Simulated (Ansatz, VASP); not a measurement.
**TiAl: VASP beside Ansatz**

Contents of INCAR:

```
SYSTEM = TiAl
PREC = Accurate
ENCUT = 520
EDIFF = 1E-6
ISMEAR = 0
SIGMA = 0.15
LREAL = .FALSE.
LASPH = .TRUE.
NELM = 100
ALGO = Normal
ISIF = 2
LWAVE = .FALSE.
LCHARG = .FALSE.
GGA = PS
NBANDS = 14
```

The input KPOINTS:

```
Automatic mesh
0
G
  20 20 20
  0 0 0
```

The input POSCAR:

```
TiAl
1.0
    3.1091269662      0.0000000000      0.0000000000
    0.0000000000      3.1091269662      0.0000000000
    0.0000000000      0.0000000000      3.1091269662
Ti Al
1 1
Direct
    0.0000000000      0.0000000000      0.0000000000
    0.5000000000      0.5000000000      0.5000000000
```

Input for Ansatz:

```yaml
crystal:
  lattice:
    - [3.1091269662, 0.0, 0.0]
    - [0.0, 3.1091269662, 0.0]
    - [0.0, 0.0, 3.1091269662]
  atoms:
    - { symbol: Ti, position: [0.0, 0.0, 0.0] }
    - { symbol: Al, position: [0.5, 0.5, 0.5] }
basis:
  ecutwfc: 420
kpoints:
  mp_grid: { grid: [20, 20, 20] }
hamiltonian:
  xc: pbesol
scf:
  occupations: { method: gaussian, width: 0.15 }
output:
  forces: true
  stress: true
  eigenvalues: true
```

Change from the starting cell: strain -0.015 along x and y, -0.015 along z, atoms carried along.

Alike in both runs: task single point; functional PBEsol; k mesh 20 × 20 × 20; occupations gaussian, width 0.15 eV; no spin polarisation.

|  | VASP | Ansatz |
| --- | --- | --- |
| version | VASP 6.6.1 | Ansatz 0.2.0 |
| potentials or method | VASP PAW PBE potentials, release 64 (Ti_sv, Al), cutoff 520 eV | scalar-relativistic, plane waves, PAW |
| valence electrons in the cell | 15 | 15 |

```csv
,VASP,Ansatz,Ansatz less VASP
gap on the k mesh at the Fermi level (eV),none,none,-
pressure (GPa),5.9,5.9,-0.05
```

VASP's potentials were made for PBE, not for PBEsol. A gap of «none» marks a metal or a gap that the smearing closes.
